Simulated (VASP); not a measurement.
# Cs4H (F-43m) in VASP: further runs

Cs4H is run at these levels: PBE; tasks: relaxation of cell and atoms, single point.

All numbers are computed with VASP 6.6.1; they aren't measurements. Logs are shortened: lines on timing, memory, paths and dates and some standing lists are left out, and cuts for length are marked.

## (1) The cell of the first run

It takes space group F-43m (No. 216, cubic). Conventional cell: a = 9.614 Å, b = 9.614 Å, c = 9.614 Å, α = 90.00°, β = 90.00°, γ = 90.00°. Cs (site symmetry 3m) has 6 Cs at 3.40 Å and 3 H at 3.99 Å within 4.5 Å. H (site symmetry -43m) has 12 Cs at 3.99 Å within 5.2 Å.

The cell was generated, and may not be a known phase.

## (2) Relaxation of cell and atoms, PBE

INCAR

```
ALGO = Normal
EDIFF = 1E-6
EDIFFG = -0.04
ENCUT = 600
GGA = PE
IBRION = 2
ISIF = 3
ISMEAR = 0
LASPH = T
LCHARG = F
LREAL = F
LWAVE = F
NELM = 80
NSW = 90
PREC = Accurate
SIGMA = 0.1
```

KPOINTS

```
k-points
0
Gamma
  4 4 4
```

POSCAR

```
Cs4H
1.0
    0.0000000000      4.8069932800      4.8069932800
    4.8069932800      0.0000000000      4.8069932800
    4.8069932800      4.8069932800      0.0000000000
Cs H
4 1
Direct
    0.3748771100      0.3748771100      0.3748771100
    0.3748771100      0.3748771100      0.8753686800
    0.3748771100      0.8753686800      0.3748771100
    0.8753686800      0.3748771100      0.3748771100
    0.0000000000      0.0000000000      0.0000000000
```

Potentials or basis: VASP PAW PBE potentials, release 64 (Cs_sv, H).

Launch:

```console
$ cat potpaw_PBE.64/Cs_sv/POTCAR potpaw_PBE.64/H/POTCAR > POTCAR
$ mpirun -np 1 vasp_std > vasp.out
```

OUTCAR:

```text
EDIFF = 1E-6
   EDIFFG = -0.04
   ENCUT = 600
   GGA = PE
   IBRION = 2
   ISIF = 3
   ISMEAR = 0
   LASPH = T
   LREAL = F
   NELM = 80
   NSW = 90
   PREC = Accurate

 ion  position               nearest neighbor table
   1  0.375  0.375  0.375-
   2  0.375  0.375  0.875-
   3  0.375  0.875  0.375-
   4  0.875  0.375  0.375-
   5  0.000  0.000  0.000-

  LATTYP: Found a face centered cubic cell.
 ALAT       =     9.6139865600

  Lattice vectors:

 A1 = (   0.0000000000,   4.8069932800,   4.8069932800)
 A2 = (   4.8069932800,   0.0000000000,   4.8069932800)
 A3 = (   4.8069932800,   4.8069932800,   0.0000000000)

Analysis of symmetry for initial positions (statically):
=====================================================================
 Subroutine PRICEL returns:
 Original cell was already a primitive cell.

 Routine SETGRP: Setting up the symmetry group for a
 face centered cubic supercell.

 Subroutine GETGRP returns: Found 24 space group operations
 (whereof 24 operations were pure point group operations)
 out of a pool of 48 trial point group operations.

The static configuration has the point symmetry T_d .

Analysis of symmetry for dynamics (positions and initial velocities):
=====================================================================
 Subroutine PRICEL returns:
 Original cell was already a primitive cell.

 Routine SETGRP: Setting up the symmetry group for a
 face centered cubic supercell.

 Subroutine GETGRP returns: Found 24 space group operations
 (whereof 24 operations were pure point group operations)
 out of a pool of 48 trial point group operations.

The dynamic configuration has the point symmetry T_d .

 Subroutine INISYM returns: Found 24 space group operations
 (whereof 24 operations are pure point group operations),
 and found     1 'primitive' translations

----------------------------------------------------------------------------------------

                                     Primitive cell

  volume of cell :     222.1522

  direct lattice vectors                    reciprocal lattice vectors
     0.000000000  4.806993280  4.806993280    -0.104015124  0.104015124  0.104015124
     4.806993280  0.000000000  4.806993280     0.104015124 -0.104015124  0.104015124
     4.806993280  4.806993280  0.000000000     0.104015124  0.104015124 -0.104015124

  length of vectors
     6.798115091  6.798115091  6.798115091     0.180159479  0.180159479  0.180159479

  position of ions in fractional coordinates (direct lattice)
     0.374877110  0.374877110  0.374877110
     0.374877110  0.374877110  0.875368680
     0.374877110  0.875368680  0.374877110
     0.875368680  0.374877110  0.374877110
     0.000000000  0.000000000  0.000000000

  ion indices of the primitive-cell ions
   primitive index   ion index
                 1           1
                 2           2
                 3           3
                 4           4
                 5           5

----------------------------------------------------------------------------------------

 KPOINTS: k-points

Automatic generation of k-mesh.
 Grid dimensions read from file:
 generate k-points for:    4    4    4

 Generating k-lattice:

  Cartesian coordinates                     Fractional coordinates (reciprocal lattice)
    -0.026003781  0.026003781  0.026003781     0.250000000  0.000000000  0.000000000
     0.026003781 -0.026003781  0.026003781     0.000000000  0.250000000  0.000000000
     0.026003781  0.026003781 -0.026003781     0.000000000  0.000000000  0.250000000

  Length of vectors
     0.045039870  0.045039870  0.045039870

  Shift w.r.t. Gamma in fractional coordinates (k-lattice)
     0.000000000  0.000000000  0.000000000

 Subroutine IBZKPT returns following result:
 ===========================================

 Found      8 irreducible k-points:

 Following reciprocal coordinates:
            Coordinates               Weight
  0.000000  0.000000  0.000000      1.000000
  0.250000  0.000000  0.000000      8.000000
  0.500000  0.000000  0.000000      4.000000
  0.250000  0.250000  0.000000      6.000000
  0.500000  0.250000  0.000000     24.000000
 -0.250000  0.250000  0.000000     12.000000
  0.500000  0.500000  0.000000      3.000000
 -0.250000  0.500000  0.250000      6.000000
   k-points           NKPTS =      8   k-points in BZ     NKDIM =      8   number of bands    NBANDS=     22
   number of dos      NEDOS =    301   number of ions     NIONS =      5
   total plane-waves  NPLWV = 157464
   dimension x,y,z NGX =    54 NGY =   54 NGZ =   54
   dimension x,y,z NGXF=   108 NGYF=  108 NGZF=  108
   ions per type =               4   1
   NGX,Y,Z   is equivalent  to a cutoff of  13.21, 13.21, 13.21 a.u.
   NGXF,Y,Z  is equivalent  to a cutoff of  26.41, 26.41, 26.41 a.u.
 SYSTEM =  unknown system
   PREC   = accura    normal or accurate (medium, high low for compatibility)
   ISTART =      0    job   : 0-new  1-cont  2-samecut
   ICHARG =      2    charge: 1-file 2-atom 10-const
   ISPIN  =      1    spin polarized calculation?
   LNONCOLLINEAR =      F non collinear calculations
   LSORBIT =      F    spin-orbit coupling
   LASPH  =      T    aspherical Exc in radial PAW
   ENCUT  =  600.0 eV  44.10 Ry    6.64 a.u.  13.58 13.58 13.58*2*pi/ulx,y,z
   NELM   =     80;   NELMIN=  2; NELMDL= -5     # of ELM steps
   EDIFF  = 0.1E-05   stopping-criterion for ELM
   LREAL  =      F    real-space projection
   EDIFFG = -.4E-01   stopping-criterion for IOM
   NSW    =     90    number of steps for IOM
   IBRION =      2    ionic relax: 0-MD 1-quasi-New 2-CG
   NFREE  =      1    steps in history (QN), initial steepest desc. (CG)
   ISIF   =      3    stress and relaxation
   ISYM   =      2    0-nonsym 1-usesym 2-fastsym
   POTIM  = 0.5000    time-step for ionic-motion
   TEBEG  =    0.0;   TEEND  =   0.0 temperature during run
   PSTRESS=    0.0 pullay stress
   NELECT =      37.0000    total number of electrons
   NUPDOWN=      -1.0000    fix difference up-down
   EMIN   =  10.00;   EMAX   =-10.00  energy-range for DOS
   EFERMI =   0.00;   METHOD = LEGACY
   ISMEAR =     0;   SIGMA  =   0.10  broadening in eV -4-tet -1-fermi 0-gaus
   EFERMI_NEDOS =   21; number of points for ismear=-14 and -15
   IALGO  =     38    algorithm
   IMIX   =      4    mixing-type and parameters
     AMIX     =   0.40;   BMIX     =  1.00
     AMIX_MAG =   1.60;   BMIX_MAG =  1.00
  volume/ion in A,a.u.               =      44.43       299.83
  Fermi-wavevector in a.u.,A,eV,Ry     =   0.900724  1.702122 11.038465  0.811304
  Thomas-Fermi vector in A             =   2.023717
   LORBIT       =      0    0 simple, 1 ext, 2 COOP (PROOUT), +10 PAW based schemes
   GGA     = PE    functional components
   LHFCALC =     F    Hartree Fock is set to
   AEXX    =    0.0000 exact exchange contribution
   IVDW    =     0    specifies the selected vdW correction
   LEPSILON=     F    determine dielectric tensor
   LRPA    =     F    only Hartree local field effects (RPA)
 conjugate gradient relaxation of ions
 non-spin polarized calculation
 Gauss-broadening in eV      SIGMA  =   0.10
  energy-cutoff  :      600.00
  volume of cell :      222.15
 maximum number of plane-waves:      7432
   NGX = 27   NGY = 27   NGZ = 27

--------------------------------------- Ionic step        1  -------------------------------------------

 number of electron      37.0000000 magnetization

 Free energy of the ion-electron system (eV)
  ---------------------------------------------------
  ext. energy  EPLUGINS =         0.00000000
  ---------------------------------------------------
  free energy    TOTEN  =        -1.53504859 eV

  energy without entropy =       -1.50300777  energy(sigma->0) =       -1.51902818

------------------------ aborting loop because EDIFF is reached ----------------------------------------

  FORCE on cell =-STRESS in cart. coord.  units (eV):
  Direction    XX          YY          ZZ          XY          YZ          ZX
  --------------------------------------------------------------------------------------
  -------------------------------------------------------------------------------------
  Total        6.5020663      6.5020663      6.5020663      0.0000000      0.0000000      0.0000000
  in kB       46.8933691     46.8933691     46.8933691      0.0000000      0.0000000      0.0000000
  external PRESSURE =      46.8933691 kB  Pullay stress =       0.0000000 kB

 VOLUME and BASIS-vectors are now :
 -----------------------------------------------------------------------------
  energy-cutoff  :      600.00
  volume of cell :      222.15
      direct lattice vectors                 reciprocal lattice vectors
     0.000000000  4.806993280  4.806993280    -0.104015124  0.104015124  0.104015124
     4.806993280  0.000000000  4.806993280     0.104015124 -0.104015124  0.104015124
     4.806993280  4.806993280  0.000000000     0.104015124  0.104015124 -0.104015124
[... 40 lines left out ...]
 POSITION                                       TOTAL-FORCE (eV/Angst)
 -----------------------------------------------------------------------------------
      3.83082      3.83082      3.83082        -0.003470     -0.003470     -0.003470
      6.38630      6.38630      3.83082         0.003470      0.003470     -0.003470
      6.38630      3.83082      6.38630         0.003470     -0.003470      0.003470
      3.83082      6.38630      6.38630        -0.003470      0.003470      0.003470
      0.00000      0.00000      0.00000         0.000000      0.000000      0.000000
 -----------------------------------------------------------------------------------
    total drift:                               -0.000061     -0.000061     -0.000061

  FREE ENERGIE OF THE ION-ELECTRON SYSTEM (eV)
  ---------------------------------------------------
  free  energy   TOTEN  =        -2.4826199081 eV

  energy  without entropy=       -2.4622029104  energy(sigma->0) =       -2.47241141

--------------------------------------- Ionic step        3  -------------------------------------------

 number of electron      36.9999991 magnetization

 E-fermi :   1.1319     XC(G=0):  -5.9719

 val. band max:        1.1011293576   @ k =  -0.2500   0.2500   0.0000
 cond. band min:       1.1497540831   @ k =   0.5000   0.2500   0.0000
 fundamental gap:      0.0486247255
 Fermi energy:         1.1319484884

 k-point     1 :       0.0000    0.0000    0.0000
  band No.  band energies     occupation
      1     -23.3686      2.00000
      2     -23.1740      2.00000
      3     -23.1740      2.00000
      4     -23.1740      2.00000
      5     -11.1776      2.00000
      6     -10.4880      2.00000
[... 14 lines left out ...]
     21       1.3550      0.00161
     22       1.3550      0.00161
[... 390 lines left out ...]
 POSITION                                       TOTAL-FORCE (eV/Angst)
 -----------------------------------------------------------------------------------
      5.14660      5.14660      5.14660        -0.027891     -0.027891     -0.027891
      8.57798      8.57798      5.14660         0.027891      0.027891     -0.027891
      8.57798      5.14660      8.57798         0.027891     -0.027891      0.027891
      5.14660      8.57798      8.57798        -0.027891      0.027891      0.027891
      0.00000      0.00000      0.00000         0.000000      0.000000      0.000000
 -----------------------------------------------------------------------------------
    total drift:                               -0.000102     -0.000102     -0.000102

  FREE ENERGIE OF THE ION-ELECTRON SYSTEM (eV)
  ---------------------------------------------------
  free  energy   TOTEN  =        -4.4089321872 eV

  energy  without entropy=       -4.3880667382  energy(sigma->0) =       -4.39849946

--------------------------------------- Ionic step        9  -------------------------------------------

 number of electron      37.0000015 magnetization

 Free energy of the ion-electron system (eV)
  ---------------------------------------------------
  ext. energy  EPLUGINS =         0.00000000
  ---------------------------------------------------
  free energy    TOTEN  =        -4.41124561 eV

  energy without entropy =       -4.39043927  energy(sigma->0) =       -4.40084244

 E-fermi :  -0.3019     XC(G=0):  -4.3545

 val. band max:       -0.3750927484   @ k =   0.5000   0.2500   0.0000
 cond. band min:      -0.2413379750   @ k =  -0.2500   0.2500   0.0000
 fundamental gap:      0.1337547734
 Fermi energy:        -0.3018613478

 k-point     1 :       0.0000    0.0000    0.0000
  band No.  band energies     occupation
      1     -24.5560      2.00000
      2     -24.5361      2.00000
      3     -24.5361      2.00000
      4     -24.5361      2.00000
      5     -11.5366      2.00000
      6     -11.4502      2.00000
[... 14 lines left out ...]
     21       0.2277      0.00000
     22       0.3341      0.00000
[... 195 lines left out ...]
 POSITION                                       TOTAL-FORCE (eV/Angst)
 -----------------------------------------------------------------------------------
      5.13755      5.13755      5.13755        -0.004819     -0.004819     -0.004819
      8.59279      8.59279      5.13755         0.004819      0.004819     -0.004819
      8.59279      5.13755      8.59279         0.004819     -0.004819      0.004819
      5.13755      8.59279      8.59279        -0.004819      0.004819      0.004819
      0.00000      0.00000      0.00000         0.000000      0.000000      0.000000
 -----------------------------------------------------------------------------------
    total drift:                               -0.000101     -0.000101     -0.000101

  FREE ENERGIE OF THE ION-ELECTRON SYSTEM (eV)
  ---------------------------------------------------
  free  energy   TOTEN  =        -4.4112456122 eV

  energy  without entropy=       -4.3904392656  energy(sigma->0) =       -4.40084244

 reached required accuracy - stopping structural energy minimisation
```

Wall time 9.4 min (1 thread of Oxide Virtual Turin-like, shared host); peak memory 0.39 GiB.

Results:

* Free energy: -4.4112 eV
* Relaxed volume: 129.42 Å³/atom
* Relaxed cell: a = 9.709 Å, b = 9.709 Å, c = 9.709 Å, α = 60.00°, β = 60.00°, γ = 60.00°
* Space group after relaxing (to 0.1 Å): F-43m (No. 216)
* Energy gained by relaxing: 575.2 meV/atom
* Ionic steps: 9
* Pressure after relaxing: 0.0 GPa
* Largest force after relaxing: 0.008 eV/Å
* Band gap on the k mesh: zero (an odd number of electrons rules out a gap without spin polarisation)

Forces in eV/Å, atoms in the order of the input:
```
Cs  -0.005 -0.005 -0.005
Cs   0.005  0.005 -0.005
Cs   0.005 -0.005  0.005
Cs  -0.005  0.005  0.005
H    0.000  0.000  0.000
```

Step by step:
```tsv
step	energy change (eV)	largest force (eV/Å)	pressure (GPa)	volume (Å³)
1	0.0000	0.0221	4.69	222.15
2	-0.9476	0.0060	2.50	266.64
3	-1.9579	0.0444	1.10	359.55
4	-2.8548	0.0671	0.12	605.42
5	-2.8717	0.0579	-0.03	672.83
6	-2.8732	0.0604	0.00	657.95
7	-2.8724	0.0617	0.02	646.03
8	-2.8739	0.0483	0.02	646.30
9	-2.8762	0.0083	0.02	647.12
```

Final structure:
```xyz
5
Lattice="0.0000 6.8652 6.8652 6.8652 0.0000 6.8652 6.8652 6.8652 0.0000" Properties=species:S:1:pos:R:3 pbc="T T T"
Cs    5.1376    5.1376    5.1376
Cs    8.5928    8.5928    5.1376
Cs    8.5928    5.1376    8.5928
Cs    5.1376    8.5928    8.5928
H     0.0000    0.0000    0.0000
```

Levels at points of the mesh, in eV from the Fermi level:
| k point | band 16 | band 17 | band 18 | band 19 | band 20 | band 21 |
| --- | --- | --- | --- | --- | --- | --- |
| (0.00, 0.00, 0.00) | -10.90 | -1.46 | -0.52 | 0.53 | 0.53 | 0.53 |
| (0.50, 0.00, 0.00) | -10.90 | -0.96 | -0.74 | 0.11 | 0.65 | 0.65 |
| (0.50, 0.50, 0.00) | -10.92 | -0.78 | -0.45 | -0.38 | 0.62 | 0.62 |

Caveat: the volume moved by over 15 % at a fixed basis, so the end points are rough; spin-orbit coupling is left out, which moves the levels of the heavy elements.

(Part 1 of 2 ends here.)

The gap in the log of VASP goes by the Fermi energy; the results here count the filled bands.